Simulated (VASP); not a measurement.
# Si (Im-3m) in VASP: a series of runs, part 2 of 2

VASP 6.6.1. The steps go on from the part before.

## (3) Single point, PBEsol

This run uses another cell than the first one, of 24.95 Å³/atom, 1.005 times its volume.

Input file INCAR:

```
SYSTEM = Si
ALGO = Normal
EDIFF = 1E-7
ENCUT = 520
GGA = PS
ISIF = 2
ISMEAR = -1
LASPH = .TRUE.
LCHARG = .FALSE.
LREAL = .FALSE.
LWAVE = .FALSE.
NBANDS = 21
NELM = 100
PREC = Accurate
SIGMA = 0.15
```

Input file KPOINTS:

```
k-points
0
G
  6 6 6
  0 0 0
```

Input file POSCAR:

```
Si
1.0
   -3.3450704488      3.3450704488      3.3450704488
    3.3450704488     -3.3450704488      3.3450704488
    3.3450704488      3.3450704488     -3.3450704488
Si
6
Direct
    0.7500000000      0.2500000000      0.5000000000
    0.7500000000      0.5000000000      0.2500000000
    0.5000000000      0.2500000000      0.7500000000
    0.2500000000      0.5000000000      0.7500000000
    0.2500000000      0.7500000000      0.5000000000
    0.5000000000      0.7500000000      0.2500000000
```

Potentials or basis: VASP PAW PBE potentials, release 64 (Si).

Run with:

```
$ cat potpaw_PBE.64/Si/POTCAR > POTCAR
$ mpirun -np 1 vasp_std > vasp.out
```

Wall time 69 s (1 thread of Intel Xeon 6975P-C (Granite Rapids), shared host); peak memory 0.3 GiB.

It converged, with:

- Free energy: -32.9951 eV
- Pressure: 0.1 GPa
- Band gap on the k mesh: 0.06 eV, indirect (least direct gap 0.29 eV)

Levels at points of the mesh, in eV from the valence-band top:
```csv
k point,band 10,band 11,band 12,band 13,band 14,band 15
"(0.00, 0.00, 0.00)",-2.09,-2.09,-2.09,1.99,1.99,1.99
"(0.50, 0.00, 0.00)",-2.08,-1.31,-0.70,1.11,2.25,2.58
"(0.50, 0.50, 0.50)",0.00,0.00,0.00,0.29,0.29,0.29
```

Caveat: the PAW data sets were made with another functional, which shifts forces and pressure a little. A k mesh can miss the band edges.

## (4) Single point, PBE

This run uses another cell than the first one, of 25.41 Å³/atom, 1.023 times its volume.

Input file INCAR:

```
SYSTEM = Si
  ALGO = Normal
  EDIFF = 1E-6
  ENCUT = 520
  GGA = PE
  ISIF = 2
  ISMEAR = -1
  LASPH = .True.
  LCHARG = .False.
  LREAL = .False.
  LWAVE = .False.
  NBANDS = 21
  NELM = 80
  PREC = Accurate
  SIGMA = 0.15
```

Input file KPOINTS:

```
k-points
0
Gamma
  6 6 6
  0 0 0
```

POSCAR: that of step 3 with these lines changed.

```diff
@@ -2,5 +2,5 @@
 1.0
-   -3.3450704488      3.3450704488      3.3450704488
-    3.3450704488     -3.3450704488      3.3450704488
-    3.3450704488      3.3450704488     -3.3450704488
+   -3.3655230562      3.3655230562      3.3655230562
+    3.3655230562     -3.3655230562      3.3655230562
+    3.3655230562      3.3655230562     -3.3655230562
 Si
```

Potentials or basis: VASP PAW PBE potentials, release 64 (Si).

Run with:

```
$ cat potpaw_PBE.64/Si/POTCAR > POTCAR
$ mpirun -np 1 vasp_std > vasp.out
```

OUTCAR:

```text
SYSTEM = Si
   EDIFF = 1E-6
   ENCUT = 520
   GGA = PE
   ISIF = 2
   ISMEAR = -1
   LASPH = .True.
   LREAL = .False.
   NELM = 80
   PREC = Accurate

 ion  position               nearest neighbor table
   1  0.750  0.250  0.500-   2 2.38   3 2.38   4 2.38   6 2.38
   2  0.750  0.500  0.250-   1 2.38   5 2.38   6 2.38   3 2.38
   3  0.500  0.250  0.750-   1 2.38   2 2.38   4 2.38   5 2.38
   4  0.250  0.500  0.750-   3 2.38   5 2.38   6 2.38   1 2.38
   5  0.250  0.750  0.500-   3 2.38   4 2.38   6 2.38   2 2.38
   6  0.500  0.750  0.250-   1 2.38   2 2.38   5 2.38   4 2.38

  LATTYP: Found a body centered cubic cell.
[... 578 lines left out ...]
  Total       -0.0317918     -0.0317918     -0.0317918      0.0000000      0.0000000      0.0000000
  in kB       -0.3340473     -0.3340473     -0.3340473      0.0000000      0.0000000      0.0000000
  external PRESSURE =      -0.3340473 kB  Pullay stress =       0.0000000 kB

 VOLUME and BASIS-vectors are now :
 -----------------------------------------------------------------------------
  energy-cutoff  :      520.00
  volume of cell :      152.48
      direct lattice vectors                 reciprocal lattice vectors
    -3.365523056  3.365523056  3.365523056     0.000000000  0.148565317  0.148565317
     3.365523056 -3.365523056  3.365523056     0.148565317  0.000000000  0.148565317
     3.365523056  3.365523056 -3.365523056     0.148565317  0.148565317  0.000000000

 POSITION                                       TOTAL-FORCE (eV/Angst)
 -----------------------------------------------------------------------------------
      0.00000      3.36552      1.68276        -0.000000      0.000000      0.000000
      0.00000      1.68276      3.36552        -0.000000      0.000000     -0.000000
      1.68276      3.36552      0.00000         0.000000     -0.000000     -0.000000
      3.36552      1.68276      0.00000        -0.000000      0.000000      0.000000
      3.36552      0.00000      1.68276         0.000000     -0.000000      0.000000
      1.68276      0.00000      3.36552        -0.000000      0.000000     -0.000000
 -----------------------------------------------------------------------------------
    total drift:                               -0.000000     -0.000000      0.000000

  FREE ENERGIE OF THE ION-ELECTRON SYSTEM (eV)
  ---------------------------------------------------
  free  energy   TOTEN  =       -31.2330739927 eV

  energy  without entropy=      -31.1827079298  energy(sigma->0) =      -31.20789096
```

stdout:

```text
POSCAR found type information on POSCAR Si
 POSCAR found :  1 types and       6 ions
 scaLAPACK will be used
 LDA part: xc-table for (Slater+PW92), standard interpolation
 POSCAR, INCAR and KPOINTS ok, starting setup
 FFT: planning ... GRIDC
 FFT: planning ... GRID_SOFT
 FFT: planning ... GRID
 WAVECAR not read
 entering main loop
```

Wall time 60 s (1 thread of Intel Xeon 6975P-C (Granite Rapids), shared host); peak memory 0.31 GiB.

What came out:

- Free energy: -31.2331 eV
- Pressure: 0.0 GPa
- Band gap on the k mesh: 0.16 eV, indirect (least direct gap 0.38 eV)

## (5) The runs side by side

| level | cell | gap on the mesh (eV) | pressure (GPa) |
| --- | --- | --- | --- |
| PBE+D4 | a = 5.785 Å, angles 109.5°, 6 atoms | 0.13 | -0.1 |
| PBEsol | a = 5.794 Å, angles 109.5°, 6 atoms | 0.06 | 0.1 |
| PBE | a = 5.829 Å, angles 109.5°, 6 atoms | 0.16 | 0.0 |

Alike in all rows: task single point; potentials or basis VASP PAW PBE potentials, release 64 (Si); no spin polarisation; k mesh 6 × 6 × 6; cutoff (eV) 520; smearing fermi-dirac 0.15 eV.

Caveats: the PAW data sets were made with another functional, which shifts forces and pressure a little (some runs).

Absolute energies hang on the potentials; compare differences alone.
